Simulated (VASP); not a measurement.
# Al3BN2 (P1) in VASP: single point with PBE

Aim: the single point of Al3BN2 with PBE.

Program: VASP 6.6.1. These are calculated values, not measurements. Logs are shortened: lines on timing, memory, paths and dates and some standing lists are left out, and cuts for length are marked.

## (1) The cell of the first run

The typed cell holds 12 atoms: a = 4.578 Å, b = 4.491 Å, c = 9.191 Å, α = 66.37°, β = 98.14°, γ = 98.08°.

## (2) Single point, PBE

File INCAR:

```
  ALGO = Normal
  EDIFF = 1E-6
  ENCUT = 520
  GGA = PE
  ISIF = 2
  ISMEAR = 0
  LASPH = True
  LCHARG = False
  LREAL = False
  LWAVE = False
  NBANDS = 34
  NELM = 100
  PREC = Accurate
  SIGMA = 0.1
```

File KPOINTS:

```
k-points
0
Gamma
  4 4 2
```

File POSCAR:

```
Al3BN2
1.0
    4.4905903923     -0.8790208755     -0.1399917556
    0.2422429841      4.4715941782      0.3330046231
   -0.4543391286      3.0806419573      8.6475576396
Al B N
6 2 4
Direct
    0.3907684416      0.9538804917      0.7952094956
    0.7744104783      0.2114011216      0.2059231633
    0.8578910111      0.1818696106      0.5489412699
    0.2593081997      0.3312216363      1.0368651123
    0.3099980296     -0.0151969424      0.4503184662
    0.9060394563     -0.1639457815      0.9633686782
    0.0539848479      0.4682415882      0.6955269171
    1.1133135769      0.6985403201      0.3041664348
    0.1784628522      0.2313157565      0.8467564476
    1.0552401576      0.3493728533      0.3471610279
    0.1130765260      0.8175932323      0.6523078644
    0.9875064229      0.9357061130      0.1534551227
```

Potentials or basis: VASP PAW PBE potentials, release 64 (Al, B, N).

The run is started by

```bash
> cat potpaw_PBE.64/Al/POTCAR potpaw_PBE.64/B/POTCAR potpaw_PBE.64/N/POTCAR > POTCAR
> mpirun -np 1 vasp_std > vasp.out
```

OUTCAR:

```text
EDIFF = 1E-6
   ENCUT = 520
   GGA = PE
   ISIF = 2
   ISMEAR = 0
   LASPH = True
   LREAL = False
   NELM = 100
   PREC = Accurate

 ion  position               nearest neighbor table
   1  0.391  0.954  0.795-   9 1.91  11 1.92   6 2.63   7 2.73   6 2.75   4 2.84   3 3.07   5 3.09
                             3 3.11
   2  0.774  0.211  0.206-  12 1.92  10 1.92   4 2.63   8 2.73   4 2.76   6 2.84   5 3.07   3 3.07
                             5 3.08
   3  0.858  0.182  0.549-  11 1.98  10 2.00   7 2.24   5 2.70   5 2.75   8 2.76   1 3.07   2 3.07
                             1 3.11
   4  0.259  0.331  0.037-   9 1.95  12 2.02   2 2.63   2 2.76   6 2.78   6 2.81   1 2.84
   5  0.310  0.985  0.450-  10 1.98  11 2.00   8 2.23   3 2.70   3 2.75   7 2.76   2 3.07   2 3.08
                             1 3.09
   6  0.906  0.836  0.963-  12 1.95   9 2.02   1 2.63   1 2.75   4 2.78   4 2.81   2 2.84
   7  0.054  0.468  0.696-  11 1.45   9 1.47   3 2.24   1 2.73   5 2.76
   8  0.113  0.699  0.304-  10 1.45  12 1.47   5 2.23   2 2.73   3 2.76
   9  0.178  0.231  0.847-   7 1.47   1 1.91   4 1.95   6 2.02
  10  0.055  0.349  0.347-   8 1.45   2 1.92   5 1.98   3 2.00
  11  0.113  0.818  0.652-   7 1.45   1 1.92   3 1.98   5 2.00
  12  0.988  0.936  0.153-   8 1.47   2 1.92   6 1.95   4 2.02

  LATTYP: Found a triclinic cell.
 ALAT       =     5.9450440428
 B/A-ratio  =     0.7700456995
 C/A-ratio  =     1.6732695064
 COS(alpha) =     0.0039510202
 COS(beta)  =     0.4052194748
 COS(gamma) =     0.6638797369

  Lattice vectors:

 A1 = (   4.7328333764,   3.5925733027,   0.1930128675)
 A2 = (   4.4905903923,  -0.8790208755,  -0.1399917556)
 A3 = (   0.9388250968,   5.8625463991,  -7.9815483934)

Analysis of symmetry for initial positions (statically):
=====================================================================
 Subroutine PRICEL returns:
 Original cell was already a primitive cell.

 Routine SETGRP: Setting up the symmetry group for a
 triclinic supercell.

 Subroutine GETGRP returns: Found  1 space group operations
 (whereof  1 operations were pure point group operations)
 out of a pool of  2 trial point group operations.

The static configuration has the point symmetry C_1 .

Analysis of symmetry for dynamics (positions and initial velocities):
[... 135 lines left out ...]
   TEBEG  =    0.0;   TEEND  =   0.0 temperature during run
   PSTRESS=    0.0 pullay stress
   NELECT =      44.0000    total number of electrons
   NUPDOWN=      -1.0000    fix difference up-down
   EMIN   =  10.00;   EMAX   =-10.00  energy-range for DOS
   EFERMI =   0.00;   METHOD = LEGACY
   ISMEAR =     0;   SIGMA  =   0.10  broadening in eV -4-tet -1-fermi 0-gaus
   EFERMI_NEDOS =   21; number of points for ismear=-14 and -15
   IALGO  =     38    algorithm
   IMIX   =      4    mixing-type and parameters
     AMIX     =   0.40;   BMIX     =  1.00
     AMIX_MAG =   1.60;   BMIX_MAG =  1.00
  volume/ion in A,a.u.               =      14.22        95.95
  Fermi-wavevector in a.u.,A,eV,Ry     =   1.042030  1.969151 14.773569  1.085827
  Thomas-Fermi vector in A             =   2.176677
   LORBIT       =      0    0 simple, 1 ext, 2 COOP (PROOUT), +10 PAW based schemes
   GGA     = PE    functional components
   LHFCALC =     F    Hartree Fock is set to
   AEXX    =    0.0000 exact exchange contribution
   IVDW    =     0    specifies the selected vdW correction
   LEPSILON=     F    determine dielectric tensor
   LRPA    =     F    only Hartree local field effects (RPA)
 non-spin polarized calculation
 Gauss-broadening in eV      SIGMA  =   0.10
  energy-cutoff  :      520.00
  volume of cell :      170.62
 maximum number of plane-waves:      4620
 NGX is ok and might be reduce to    36
   NGX = 17   NGY = 17   NGZ = 35

 number of electron      44.0000004 magnetization

 Free energy of the ion-electron system (eV)
  ---------------------------------------------------
  ext. energy  EPLUGINS =         0.00000000
  ---------------------------------------------------
  free energy    TOTEN  =       -74.04843200 eV

  energy without entropy =      -74.04836642  energy(sigma->0) =      -74.04839921

 E-fermi :   5.3963     XC(G=0):  -9.5421

 val. band max:        5.1958856774   @ k =   0.5000   0.5000  -0.0000
 cond. band min:       5.6118955909   @ k =   0.5000   0.2500  -0.0000
 fundamental gap:      0.4160099135
 Fermi energy:         5.3963057478

 k-point     1 :       0.0000    0.0000    0.0000
  band No.  band energies     occupation
      1     -11.8326      2.00000
      2     -11.2958      2.00000
      3     -10.4236      2.00000
      4      -9.7272      2.00000
      5      -3.0328      2.00000
      6      -2.5473      2.00000
[... 729 lines left out ...]
     33      11.4090      0.00000
     34      11.8758      0.00000

------------------------ aborting loop because EDIFF is reached ----------------------------------------

  FORCE on cell =-STRESS in cart. coord.  units (eV):
  Direction    XX          YY          ZZ          XY          YZ          ZX
  --------------------------------------------------------------------------------------
  -------------------------------------------------------------------------------------
  Total       -0.1054641     -0.2009648     -0.1146142     -0.2385546     -0.0649771     -0.1036067
  in kB       -0.9903271     -1.8870963     -1.0762482     -2.2400719     -0.6101474     -0.9728863
  external PRESSURE =      -1.3178906 kB  Pullay stress =       0.0000000 kB

 VOLUME and BASIS-vectors are now :
 -----------------------------------------------------------------------------
  energy-cutoff  :      520.00
  volume of cell :      170.62
      direct lattice vectors                 reciprocal lattice vectors
     4.490590392 -0.879020875 -0.139991756     0.220618561 -0.013164188  0.016280874
     0.242242984  4.471594178  0.333004623     0.042023281  0.227221060 -0.078738291
    -0.454339129  3.080641957  8.647557640     0.001953249 -0.008963056  0.118935247

 POSITION                                       TOTAL-FORCE (eV/Angst)
 -----------------------------------------------------------------------------------
      1.62456      6.37163      7.13956         0.018289     -0.004898      0.021030
      3.43521      0.89895      1.74272        -0.015454      0.001162     -0.028751
      3.64709      1.75023      4.68747        -0.013833      0.018408      0.016748
      1.22793      1.36672      0.39279         0.017180     -0.005611     -0.036801
      1.42604      5.51841      4.17870         0.022724     -0.009363      0.000569
      3.83348      5.90986      8.48236        -0.010605     -0.002378      0.040686
      0.03985      4.18900      6.16298        -0.021650     -0.016424     -0.002262
      0.53987      3.96101      2.84705         0.029955      0.024327      0.017581
      0.47272      3.48603      7.37442        -0.002087     -0.024147      0.007618
      0.17497      2.58318      3.11070        -0.022287     -0.039261      0.016754
      0.40947      5.56608      5.89730         0.013666      0.033379     -0.022423
      4.59143      3.78880      1.50036        -0.015898      0.024805     -0.030749
 -----------------------------------------------------------------------------------
    total drift:                               -0.000035      0.000047     -0.000007

  FREE ENERGIE OF THE ION-ELECTRON SYSTEM (eV)
  ---------------------------------------------------
  free  energy   TOTEN  =       -74.0484320005 eV

  energy  without entropy=      -74.0483664177  energy(sigma->0) =      -74.04839921
```

OSZICAR:

```text
N       E                     dE             d eps       ncg     rms          rms(c)
DAV:   1     0.164023282084E+03    0.16402E+03   -0.18699E+04  1360   0.111E+03
DAV:   2    -0.623674720099E+02   -0.22639E+03   -0.21364E+03  1752   0.212E+02
DAV:   3    -0.841036954518E+02   -0.21736E+02   -0.21527E+02  1744   0.690E+01
DAV:   4    -0.845323483191E+02   -0.42865E+00   -0.42812E+00  1640   0.107E+01
DAV:   5    -0.845405718323E+02   -0.82235E-02   -0.82218E-02  1784   0.147E+00    0.177E+01
DAV:   6    -0.741929596753E+02    0.10348E+02   -0.39812E+01  1648   0.302E+01    0.714E+00
DAV:   7    -0.741689656809E+02    0.23994E-01   -0.26727E+00  1568   0.781E+00    0.448E+00
DAV:   8    -0.740628726267E+02    0.10609E+00   -0.50523E-01  1656   0.336E+00    0.102E+00
DAV:   9    -0.740455505446E+02    0.17322E-01   -0.83458E-02  1736   0.158E+00    0.356E-01
DAV:  10    -0.740477368487E+02   -0.21863E-02   -0.14191E-02  1500   0.597E-01    0.220E-01
DAV:  11    -0.740482417780E+02   -0.50493E-03   -0.28931E-03  1568   0.278E-01    0.755E-02
DAV:  12    -0.740483927086E+02   -0.15093E-03   -0.41613E-04  1512   0.117E-01    0.195E-02
DAV:  13    -0.740484238734E+02   -0.31165E-04   -0.46824E-05  1590   0.406E-02    0.812E-03
DAV:  14    -0.740484303371E+02   -0.64637E-05   -0.11550E-05  1512   0.155E-02    0.334E-03
DAV:  15    -0.740484315291E+02   -0.11920E-05   -0.13995E-06  1348   0.774E-03    0.203E-03
DAV:  16    -0.740484320005E+02   -0.47141E-06   -0.91488E-07  1016   0.443E-03
   1 F= -.74048432E+02 E0= -.74048399E+02  d E =-.655828E-04
```

stdout:

```text
POSCAR found type information on POSCAR AlB N
 POSCAR found :  3 types and      12 ions
 scaLAPACK will be used
 LDA part: xc-table for (Slater+PW92), standard interpolation
 POSCAR, INCAR and KPOINTS ok, starting setup
 FFT: planning ... GRIDC
 FFT: planning ... GRID_SOFT
 FFT: planning ... GRID
 WAVECAR not read
 entering main loop
```

Wall time 84 s (1 thread of AMD EPYC 9R45 (Zen 5), shared host); peak memory 0.28 GiB.

Results:

| Item | Value |
| --- | --- |
| Free energy | -74.0484 eV |
| Pressure | -0.1 GPa |
| Largest force | 0.048 eV/Å |
| Band gap on the k mesh | 0.42 eV (least direct gap 0.68 eV) |

Forces in eV/Å, atoms in the order of the input:
```
Al   0.018 -0.005  0.021
Al  -0.015  0.001 -0.029
Al  -0.014  0.018  0.017
Al   0.017 -0.006 -0.037
Al   0.023 -0.009  0.001
Al  -0.011 -0.002  0.041
B   -0.022 -0.016 -0.002
B    0.030  0.024  0.018
N   -0.002 -0.024  0.008
N   -0.022 -0.039  0.017
N    0.014  0.033 -0.022
N   -0.016  0.025 -0.031
```

Levels at points of the mesh, in eV from the valence-band top:
| k point | band 20 | band 21 | band 22 | band 23 | band 24 | band 25 |
| --- | --- | --- | --- | --- | --- | --- |
| (0.00, 0.00, 0.00) | -0.98 | -0.78 | -0.56 | 1.41 | 2.73 | 2.81 |
| (0.50, 0.00, 0.00) | -1.31 | -1.00 | -0.43 | 1.46 | 1.48 | 2.29 |
| (0.00, 0.50, 0.00) | -1.33 | -0.82 | -0.42 | 1.43 | 1.48 | 1.84 |
| (0.50, 0.50, 0.00) | -1.18 | -0.99 | 0.00 | 0.69 | 2.12 | 2.53 |
| (0.00, 0.00, 0.50) | -1.09 | -0.65 | -0.31 | 1.45 | 1.47 | 2.71 |
| (0.50, 0.00, 0.50) | -1.41 | -1.04 | -0.48 | 0.56 | 1.85 | 1.98 |
| (0.00, 0.50, 0.50) | -1.46 | -0.45 | -0.13 | 0.79 | 1.85 | 2.07 |
| (0.50, 0.50, 0.50) | -1.29 | -0.65 | -0.39 | 1.50 | 1.77 | 2.65 |
